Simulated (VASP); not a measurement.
Runs of VASP 6.6.1 on Cs4Zn. The structure is that of space group Pm-3m (No. 221), or close to it. The cells are those of the table. 

```tsv
cell	further INCAR settings	gap on the mesh (eV)	pressure (GPa)
a = 7.775 Å, 5 atoms	ALGO = Fast; EDIFF = 1e-07; NBANDS = 32	none	-0.1
a = 7.850 Å, 5 atoms	ALGO = Fast; EDIFF = 1e-07; NBANDS = 32	none	-0.1
a = 7.948 Å, 5 atoms	ALGO = Fast; EDIFF = 1e-06; NBANDS = 32	none	(a)
a = 7.699 Å, 5 atoms	ALGO = Fast; EDIFF = 1e-06; NBANDS = 32	none	0.0
```

Alike in all rows: task single point; level PBE; potentials or basis VASP PAW PBE potentials, release 64 (Cs_sv, Zn); no spin polarisation; k mesh 6 × 6 × 6; cutoff (eV) 520; smearing gaussian 0.1 eV.

**Question.** Fill in the values left out.

**Answer.** (a) -0.2.

Caveats: spin-orbit coupling is left out, which moves the levels of the heavy elements.

A k mesh can miss the band edges, and the runs leave out spin-orbit coupling on Cs.

A gap of «none» marks levels without a gap at the run's occupations.
